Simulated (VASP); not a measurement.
# Sn3Te2 (P4/nmm) in VASP: relaxation of cell and atoms with PBE

Aim: the relaxation of cell and atoms of Sn3Te2 with PBE.

Program: VASP 6.6.1. These are calculated values, not measurements. Logs are shortened: lines on timing, memory, paths and dates and some standing lists are left out, and cuts for length are marked.

### 1 The cell of the first run

The structure is tetragonal, space group P4/nmm (No. 129). The conventional cell has a = 4.500 Å, b = 4.500 Å, c = 14.400 Å, α = 90.00°, β = 90.00°, γ = 90.00°. Sn (site symmetry 4mm) has 6 Te at 3.12 to 3.18 Å within 4.1 Å. Within 4.1 Å of Sn (site symmetry 4mm) lie 5 Te at 3.12 to 3.18 Å and 4 Sn at 3.37 Å. Within 4.2 Å of Sn (site symmetry -4m2) lie 8 Sn at 3.18 to 3.37 Å and 4 Te at 3.37 Å. Te (site symmetry 4mm) has 9 Sn at 3.12 to 3.37 Å within 4.1 Å. Within 4.1 Å of Te (site symmetry 4mm) lie 6 Sn at 3.12 to 3.18 Å.

### 2 Relaxation of cell and atoms, PBE

Input file INCAR:

```
SYSTEM = Sn3Te2
ALGO = Fast
EDIFF = 1E-6
EDIFFG = -0.08
ENCUT = 600
GGA = PE
IBRION = 2
ISIF = 3
ISMEAR = 0
LASPH = .TRUE.
LCHARG = .FALSE.
LREAL = .FALSE.
LWAVE = .FALSE.
NELM = 80
NSW = 36
PREC = Accurate
SIGMA = 0.2
```

Input file KPOINTS:

```
k-points
0
G
  4 4 2
  0 0 0
```

Input file POSCAR:

```
Sn3Te2
1.0
    4.5000000000      0.0000000000      0.0000000000
    0.0000000000      4.5000000000      0.0000000000
    0.0000000000      0.0000000000     14.4000000000
Sn Te
6 4
Direct
    0.0000000000      0.5000000000      0.3910000000
    0.0000000000      0.5000000000      0.8260000000
    0.5000000000      0.0000000000      0.6090000000
    0.5000000000      0.0000000000      0.1740000000
    0.5000000000      0.5000000000      0.0000000000
    0.0000000000      0.0000000000      0.0000000000
    0.0000000000      0.5000000000      0.1740000000
    0.0000000000      0.5000000000      0.6090000000
    0.5000000000      0.0000000000      0.8260000000
    0.5000000000      0.0000000000      0.3910000000
```

Potentials or basis: VASP PAW PBE potentials, release 64 (Sn_d, Te).

On the command line:

```sh
cat potpaw_PBE.64/Sn_d/POTCAR potpaw_PBE.64/Te/POTCAR > POTCAR
mpirun -np 1 vasp_std > vasp.out
```

OUTCAR:

```text
SYSTEM = Sn3Te2
   EDIFF = 1E-6
   EDIFFG = -0.08
   ENCUT = 600
   GGA = PE
   IBRION = 2
   ISIF = 3
   ISMEAR = 0
   LASPH = .TRUE.
   LREAL = .FALSE.
   NELM = 80
   NSW = 36
   PREC = Accurate

 ion  position               nearest neighbor table
   1  0.000  0.500  0.391-   7 3.12   8 3.14  10 3.18  10 3.18  10 3.18  10 3.18
   2  0.000  0.500  0.826-   8 3.12   9 3.18   9 3.18   9 3.18   9 3.18   5 3.37   5 3.37   6 3.37
                             6 3.37
   3  0.500  0.000  0.609-   9 3.12  10 3.14   8 3.18   8 3.18   8 3.18   8 3.18
   4  0.500  0.000  0.174-  10 3.12   7 3.18   7 3.18   7 3.18   7 3.18   5 3.37   6 3.37   6 3.37
                             5 3.37
   5  0.500  0.500  0.000-   6 3.18   6 3.18   6 3.18   6 3.18   9 3.37   4 3.37   4 3.37   9 3.37
                             2 3.37   2 3.37   7 3.37   7 3.37
   6  0.000  0.000  0.000-   5 3.18   5 3.18   5 3.18   5 3.18   9 3.37   2 3.37   4 3.37   7 3.37
                             4 3.37   2 3.37   9 3.37   7 3.37
   7  0.000  0.500  0.174-   1 3.12   4 3.18   4 3.18   4 3.18   4 3.18   6 3.37   6 3.37   5 3.37
                             5 3.37
   8  0.000  0.500  0.609-   2 3.12   1 3.14   3 3.18   3 3.18   3 3.18   3 3.18
   9  0.500  0.000  0.826-   3 3.12   2 3.18   2 3.18   2 3.18   2 3.18   5 3.37   6 3.37   6 3.37
                             5 3.37
  10  0.500  0.000  0.391-   4 3.12   3 3.14   1 3.18   1 3.18   1 3.18   1 3.18

  LATTYP: Found a simple tetragonal cell.
 ALAT       =     4.5000000000
 C/A-ratio  =     3.2000000000

  Lattice vectors:

 A1 = (   4.5000000000,   0.0000000000,   0.0000000000)
 A2 = (   0.0000000000,   4.5000000000,   0.0000000000)
 A3 = (   0.0000000000,   0.0000000000,  14.4000000000)

Analysis of symmetry for initial positions (statically):
=====================================================================
 Subroutine PRICEL returns:
 Original cell was already a primitive cell.

 Routine SETGRP: Setting up the symmetry group for a
 simple tetragonal supercell.

 Subroutine GETGRP returns: Found 16 space group operations
 (whereof  8 operations were pure point group operations)
 out of a pool of 16 trial point group operations.

The static configuration has the point symmetry D_2d.
 The point group associated with its full space group is D_4h.

Analysis of symmetry for dynamics (positions and initial velocities):
=====================================================================
 Subroutine PRICEL returns:
 Original cell was already a primitive cell.

 Routine SETGRP: Setting up the symmetry group for a
 simple tetragonal supercell.

 Subroutine GETGRP returns: Found 16 space group operations
 (whereof  8 operations were pure point group operations)
 out of a pool of 16 trial point group operations.

The dynamic configuration has the point symmetry D_2d.
 The point group associated with its full space group is D_4h.

 Subroutine INISYM returns: Found 16 space group operations
 (whereof  8 operations are pure point group operations),
 and found     1 'primitive' translations

----------------------------------------------------------------------------------------

                                     Primitive cell

  volume of cell :     291.6000

  direct lattice vectors                    reciprocal lattice vectors
     4.500000000  0.000000000  0.000000000     0.222222222  0.000000000  0.000000000
     0.000000000  4.500000000  0.000000000     0.000000000  0.222222222  0.000000000
     0.000000000  0.000000000 14.400000000     0.000000000  0.000000000  0.069444444

  length of vectors
     4.500000000  4.500000000 14.400000000     0.222222222  0.222222222  0.069444444

  position of ions in fractional coordinates (direct lattice)
     0.000000000  0.500000000  0.391000000
     0.000000000  0.500000000  0.826000000
     0.500000000  0.000000000  0.609000000
     0.500000000  0.000000000  0.174000000
     0.500000000  0.500000000  0.000000000
     0.000000000  0.000000000  0.000000000
     0.000000000  0.500000000  0.174000000
     0.000000000  0.500000000  0.609000000
     0.500000000  0.000000000  0.826000000
     0.500000000  0.000000000  0.391000000

  ion indices of the primitive-cell ions
   primitive index   ion index
                 1           1
                 2           2
                 3           3
                 4           4
                 5           5
                 6           6
                 7           7
                 8           8
                 9           9
                10          10

----------------------------------------------------------------------------------------

 KPOINTS: k-points

Automatic generation of k-mesh.
 Grid dimensions read from file:
 generate k-points for:    4    4    2

 Generating k-lattice:

  Cartesian coordinates                     Fractional coordinates (reciprocal lattice)
     0.055555556  0.000000000  0.000000000     0.250000000  0.000000000  0.000000000
     0.000000000  0.055555556  0.000000000     0.000000000  0.250000000  0.000000000
     0.000000000  0.000000000  0.034722222     0.000000000  0.000000000  0.500000000

  Length of vectors
     0.055555556  0.055555556  0.034722222

  Shift w.r.t. Gamma in fractional coordinates (k-lattice)
     0.000000000  0.000000000  0.000000000

 Subroutine IBZKPT returns following result:
 ===========================================

 Found     12 irreducible k-points:

 Following reciprocal coordinates:
            Coordinates               Weight
  0.000000  0.000000  0.000000      1.000000
  0.250000  0.000000  0.000000      4.000000
  0.500000  0.000000  0.000000      2.000000
  0.250000  0.250000  0.000000      4.000000
  0.500000  0.250000  0.000000      4.000000
  0.500000  0.500000  0.000000      1.000000
  0.000000  0.000000  0.500000      1.000000
  0.250000  0.000000  0.500000      4.000000
  0.500000  0.000000  0.500000      2.000000
  0.250000  0.250000  0.500000      4.000000
  0.500000  0.250000  0.500000      4.000000
  0.500000  0.500000  0.500000      1.000000
   k-points           NKPTS =     12   k-points in BZ     NKDIM =     12   number of bands    NBANDS=     64
   number of dos      NEDOS =    301   number of ions     NIONS =     10
   total plane-waves  NPLWV = 155520
   dimension x,y,z NGX =    36 NGY =   36 NGZ =  120
   dimension x,y,z NGXF=    72 NGYF=   72 NGZF=  240
   ions per type =               6   4
   NGX,Y,Z   is equivalent  to a cutoff of  13.30, 13.30, 13.85 a.u.
   NGXF,Y,Z  is equivalent  to a cutoff of  26.60, 26.60, 27.71 a.u.
 SYSTEM =  Sn3Te2
   PREC   = accura    normal or accurate (medium, high low for compatibility)
   ISTART =      0    job   : 0-new  1-cont  2-samecut
   ICHARG =      2    charge: 1-file 2-atom 10-const
   ISPIN  =      1    spin polarized calculation?
   LNONCOLLINEAR =      F non collinear calculations
   LSORBIT =      F    spin-orbit coupling
   LASPH  =      T    aspherical Exc in radial PAW
   ENCUT  =  600.0 eV  44.10 Ry    6.64 a.u.   8.99  8.99 28.76*2*pi/ulx,y,z
   NELM   =     80;   NELMIN=  2; NELMDL= -5     # of ELM steps
   EDIFF  = 0.1E-05   stopping-criterion for ELM
   LREAL  =      F    real-space projection
   EDIFFG = -.8E-01   stopping-criterion for IOM
   NSW    =     36    number of steps for IOM
   IBRION =      2    ionic relax: 0-MD 1-quasi-New 2-CG
   NFREE  =      1    steps in history (QN), initial steepest desc. (CG)
   ISIF   =      3    stress and relaxation
   ISYM   =      2    0-nonsym 1-usesym 2-fastsym
   POTIM  = 0.5000    time-step for ionic-motion
   TEBEG  =    0.0;   TEEND  =   0.0 temperature during run
   PSTRESS=    0.0 pullay stress
   NELECT =     108.0000    total number of electrons
   NUPDOWN=      -1.0000    fix difference up-down
   EMIN   =  10.00;   EMAX   =-10.00  energy-range for DOS
   EFERMI =   0.00;   METHOD = LEGACY
   ISMEAR =     0;   SIGMA  =   0.20  broadening in eV -4-tet -1-fermi 0-gaus
   EFERMI_NEDOS =   21; number of points for ismear=-14 and -15
   IALGO  =     68    algorithm
   IMIX   =      4    mixing-type and parameters
     AMIX     =   0.40;   BMIX     =  1.00
     AMIX_MAG =   1.60;   BMIX_MAG =  1.00
  volume/ion in A,a.u.               =      29.16       196.78
  Fermi-wavevector in a.u.,A,eV,Ry     =   1.175674  2.221702 18.806100  1.382209
  Thomas-Fermi vector in A             =   2.312051
   LORBIT       =      0    0 simple, 1 ext, 2 COOP (PROOUT), +10 PAW based schemes
   GGA     = PE    functional components
   LHFCALC =     F    Hartree Fock is set to
   AEXX    =    0.0000 exact exchange contribution
   IVDW    =     0    specifies the selected vdW correction
   LEPSILON=     F    determine dielectric tensor
   LRPA    =     F    only Hartree local field effects (RPA)
 conjugate gradient relaxation of ions
 non-spin polarized calculation
 RMM-DIIS sequential band-by-band and
 Gauss-broadening in eV      SIGMA  =   0.20
  energy-cutoff  :      600.00
  volume of cell :      291.60
 maximum number of plane-waves:      9816
 NGX is ok and might be reduce to    36
   NGX = 17   NGY = 17   NGZ = 57

--------------------------------------- Ionic step        1  -------------------------------------------

 number of electron     108.0000026 magnetization

 Free energy of the ion-electron system (eV)
  ---------------------------------------------------
  ext. energy  EPLUGINS =         0.00000000
  ---------------------------------------------------
  free energy    TOTEN  =       -36.69697580 eV

  energy without entropy =      -36.65150566  energy(sigma->0) =      -36.67424073

------------------------ aborting loop because EDIFF is reached ----------------------------------------

  FORCE on cell =-STRESS in cart. coord.  units (eV):
  Direction    XX          YY          ZZ          XY          YZ          ZX
  --------------------------------------------------------------------------------------
  -------------------------------------------------------------------------------------
  Total        4.9906291      4.9906291     10.2983740      0.0000000      0.0000000      0.0000000
  in kB       27.4206889     27.4206889     56.5837496      0.0000000      0.0000000      0.0000000
  external PRESSURE =      37.1417091 kB  Pullay stress =       0.0000000 kB
[... 337 lines left out ...]
  energy  without entropy=      -37.0345532422  energy(sigma->0) =      -37.05116661

--------------------------------------- Ionic step        9  -------------------------------------------

 number of electron     108.0000061 magnetization

 Free energy of the ion-electron system (eV)
  ---------------------------------------------------
  ext. energy  EPLUGINS =         0.00000000
  ---------------------------------------------------
  free energy    TOTEN  =       -37.08753787 eV

  energy without entropy =      -37.05550703  energy(sigma->0) =      -37.07152245

 E-fermi :   6.7448     XC(G=0):  -9.5602

 val. band max:        6.5707797484   @ k =   0.5000   0.0000   0.5000
 cond. band min:       6.7728817340   @ k =   0.0000   0.0000   0.5000
 fundamental gap:      0.2021019856
 Fermi energy:         6.7448106672

 k-point     1 :       0.0000    0.0000    0.0000
  band No.  band energies     occupation
      1     -15.0513      2.00000
      2     -15.0512      2.00000
      3     -15.0500      2.00000
      4     -15.0494      2.00000
      5     -15.0490      2.00000
      6     -15.0419      2.00000
[... 830 lines left out ...]
  FREE ENERGIE OF THE ION-ELECTRON SYSTEM (eV)
  ---------------------------------------------------
  free  energy   TOTEN  =       -37.0875378728 eV

  energy  without entropy=      -37.0555070332  energy(sigma->0) =      -37.07152245

 reached required accuracy - stopping structural energy minimisation
```

It took 22 min on 1 thread of Intel Xeon 6975P-C (Granite Rapids), shared host; peak memory 0.52 GiB.

Results:

```
Free energy                           : -37.0875 eV
Relaxed volume                        : 31.22 Å³/atom
Relaxed cell                          : a = 4.556 Å, b = 4.556 Å, c = 15.040 Å, α = 90.00°, β = 90.00°, γ = 90.00°
Space group after relaxing (to 0.1 Å) : P4/nmm (No. 129)
Energy gained by relaxing             : 39.1 meV/atom
Ionic steps                           : 9
Pressure after relaxing               : 0.1 GPa
Largest force after relaxing          : 0.067 eV/Å
Band gap on the k mesh                : zero (bands 54 and 55 overlap by 0.45 eV)
```

Forces on the atoms (eV/Å):
```
Sn   0.000  0.000  0.067
Sn   0.000  0.000 -0.036
Sn   0.000  0.000 -0.067
Sn   0.000  0.000  0.036
Sn   0.000  0.000  0.000
Sn   0.000  0.000  0.000
Te   0.000  0.000 -0.011
Te   0.000  0.000  0.008
Te   0.000  0.000  0.011
Te   0.000  0.000 -0.008
```

Step by step:
| step | energy change (eV) | largest force (eV/Å) | pressure (GPa) | volume (Å³) |
| --- | --- | --- | --- | --- |
| 1 | 0.0000 | 0.5635 | 3.71 | 291.60 |
| 2 | -0.2960 | 0.2498 | -0.96 | 321.00 |
| 3 | -0.3094 | 0.2972 | -0.23 | 315.43 |
| 4 | -0.3093 | 0.2927 | -0.32 | 315.91 |
| 5 | -0.3337 | 0.2399 | -0.18 | 314.64 |
| 6 | -0.3513 | 0.1877 | 0.08 | 312.76 |
| 7 | -0.3523 | 0.1763 | 0.14 | 312.20 |
| 8 | -0.3708 | 0.1514 | 0.14 | 312.21 |
| 9 | -0.3906 | 0.0665 | 0.09 | 312.25 |

Final structure:
```cif
data_structure
_symmetry_space_group_name_H-M 'P 1'
_symmetry_Int_Tables_number 1
_cell_length_a 4.5565
_cell_length_b 4.5565
_cell_length_c 15.0396
_cell_angle_alpha 90.000
_cell_angle_beta 90.000
_cell_angle_gamma 90.000
_cell_volume 312.25
loop_
_atom_site_label
_atom_site_type_symbol
_atom_site_fract_x
_atom_site_fract_y
_atom_site_fract_z
_atom_site_occupancy
Sn1 Sn 0.00000 0.50000 0.39643 1
Sn2 Sn 0.00000 0.50000 0.82343 1
Sn3 Sn 0.50000 0.00000 0.60357 1
Sn4 Sn 0.50000 0.00000 0.17657 1
Sn5 Sn 0.50000 0.50000 0.00000 1
Sn6 Sn 0.00000 0.00000 0.00000 1
Te1 Te 0.00000 0.50000 0.18175 1
Te2 Te 0.00000 0.50000 0.60251 1
Te3 Te 0.50000 0.00000 0.81825 1
Te4 Te 0.50000 0.00000 0.39749 1
```

Levels at points of the mesh, in eV from the Fermi level:
```csv
k point,band 51,band 52,band 53,band 54,band 55,band 56,band 57,band 58
"(0.00, 0.00, 0.00)",-1.55,-0.81,-0.68,-0.68,0.48,0.92,1.33,1.74
"(0.50, 0.00, 0.00)",-0.68,-0.68,-0.44,-0.44,-0.22,-0.22,0.63,0.63
"(0.50, 0.50, 0.00)",-1.98,-1.98,-1.56,-1.56,0.83,0.83,2.36,2.36
"(0.00, 0.00, 0.50)",-2.18,-1.43,-0.65,-0.65,0.03,0.91,2.36,2.64
"(0.50, 0.00, 0.50)",-0.89,-0.89,-0.48,-0.48,-0.17,-0.17,0.63,0.63
"(0.50, 0.50, 0.50)",-2.95,-2.95,-0.43,-0.43,0.72,0.72,1.18,1.18
```

Caveat: semilocal functionals underestimate gaps, and a narrow one can read as zero; spin-orbit coupling is left out, which moves the levels of the heavy elements; the relaxation stopped at a loose force limit of 0.08 eV/Å, so its end isn't a converged minimum.

The gap in the log of VASP goes by the Fermi energy; the results here count the filled bands.